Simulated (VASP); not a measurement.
A run of VASP 6.6.1 is set up as follows.

Contents of INCAR:

```
SYSTEM = GaSb
ALGO = Normal ; EDIFF = 1E-7
ENCUT = 520 ; GGA = PE
ISIF = 2 ; ISMEAR = 0
LASPH = .TRUE. ; LCHARG = .TRUE.
LELF = .TRUE. ; LREAL = .FALSE.
LVHAR = .TRUE. ; LWAVE = .FALSE.
NBANDS = 16 ; NELM = 100
PREC = Accurate ; SIGMA = 0.15
```

Contents of KPOINTS:

```
k-points
0
G
  16 16 16
  0 0 0
```

POSCAR

```
GaSb
1.0
   -2.7657340133      2.7657340133      1.5284000000
    2.7657340133     -2.7657340133      1.5284000000
    2.7657340133      2.7657340133     -1.5284000000
Ga Sb
1 1
Direct
    0.2500000000      0.7500000000      0.5000000000
    0.0000000000      0.0000000000      0.0000000000
```

Potentials or basis: VASP PAW PBE potentials, release 64 (Ga_d, Sb).

Command:

```console
$ cat potpaw_PBE.64/Ga_d/POTCAR potpaw_PBE.64/Sb/POTCAR > POTCAR
$ mpirun -np 1 vasp_std > vasp.out
```

Problem. Predict the pressure.

Solution. 1.9 GPa.

Problem. Estimate the band gap on the k mesh.

Solution. Zero (band 9 reaches 8.57 eV, above the bottom of band 10 at 3.95 eV).

Stress tensor (GPa, compression positive):
```
1.27 0.00 0.00
0.00 1.27 0.00
0.00 0.00 3.09
```

Caveat: spin-orbit coupling is left out, which moves the levels of the heavy elements.
